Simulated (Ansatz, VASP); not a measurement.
**Rb: VASP beside Ansatz**

File INCAR:

```
SYSTEM = Rb
PREC     = Accurate       ! precision mode
ENCUT    = 520            ! plane-wave cutoff, eV
EDIFF    = 1E-6           ! SCF threshold, eV
ISMEAR   = -1             ! smearing method
SIGMA    = 0.05           ! smearing width, eV
LREAL    = .FALSE.        ! projectors in reciprocal space
LASPH    = .TRUE.         ! aspherical terms in the spheres
NELM     = 80             ! most SCF steps
ALGO     = Normal         ! electronic algorithm
ISIF     = 2              ! what is computed and relaxed
LWAVE    = .FALSE.        ! write WAVECAR
LCHARG   = .FALSE.        ! write CHGCAR
GGA      = PE             ! functional
NBANDS   = 20             ! bands
```

The input KPOINTS:

```
regular mesh
0
G
  5 5 7
  0 0 0
```

File POSCAR:

```
Rb
1.0
    7.1211051358      0.0000000000      0.0000000000
   -3.5605525679      6.1670579506      0.0000000000
    0.0000000000      0.0000000000      4.2546331377
Rb
3
Direct
    0.0000000000      0.0000000000      0.0000000000
    0.3333333333      0.6666666667      0.5000000000
    0.6666666667      0.3333333333      0.5000000000
```

Input for Ansatz:

```yaml
crystal:
  lattice:
    - [7.1211051358, 0.0, 0.0]
    - [-3.5605525679, 6.1670579506, 0.0]
    - [0.0, 0.0, 4.2546331377]
  atoms:
    - { symbol: Rb, position: [0.0, 0.0, 0.0] }
    - { symbol: Rb, position: [0.3333333333, 0.6666666667, 0.5] }
    - { symbol: Rb, position: [0.6666666667, 0.3333333333, 0.5] }
kpoints:
  mp_grid: { grid: [5, 5, 7] }
scf:
  occupations: { method: fermi_dirac, width: 0.05 }
hamiltonian:
  xc: pbe
  pseudopotentials: { kind: all_electron, lapw: { basis_error: 0.001 } }
output:
  forces: true
  stress: true
  eigenvalues: true
  populations: true
```

Change from the starting cell: volume scaled by 0.68, LAPW.

Alike in both runs: task single point; functional PBE; k mesh 5 × 5 × 7; occupations fermi-dirac, width 0.05 eV; no spin polarisation.

|  | VASP | Ansatz |
| --- | --- | --- |
| version | VASP 6.6.1 | Ansatz 0.2.0 |
| potentials or method | VASP PAW PBE potentials, release 64 (Rb_sv), cutoff 520 eV | all-electron LAPW, scalar-relativistic |

|  | VASP | Ansatz | Ansatz less VASP |
| --- | --- | --- | --- |
| pressure (GPa) | 2.2 | 2.2 | 0.00 |

Ansatz ran all-electron here, and VASP with PAW potentials.
